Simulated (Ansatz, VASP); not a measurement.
# Zr in VASP and in Ansatz

```
Zr
1.0
     5.08599    0.00000    0.00000
    -2.54300    4.40460    0.00000
     0.00000    0.00000    3.11771
Zr
3
Direct
  0.00000 0.00000 0.00000
  0.33333 0.66667 0.50000
  0.66667 0.33333 0.50000
```

Alike in both runs: task relaxation of cell and atoms; functional RPBE; k mesh 7 × 7 × 10; occupations fermi-dirac, width 0.1 eV; no spin polarisation.

```csv
,VASP,Ansatz
version,VASP 6.6.1,Ansatz 0.2.0
potentials or method,"VASP PAW PBE potentials, release 64 (Zr_sv), cutoff 600 eV","plane waves (420 eV) with PAW, scalar-relativistic"
valence electrons in the cell,36,36
```

Ansatz gave:

| Item | Value |
| --- | --- |
| relaxed volume (Å³/atom) | 23.68 |
| relaxed cell length with the largest relative difference (Å) | 5.089 |

Which values does VASP return?

Relaxed volume (Å³/atom): 23.67; relaxed cell length with the largest relative difference (Å): 5.087.

VASP's potentials were made for PBE, not for RPBE.
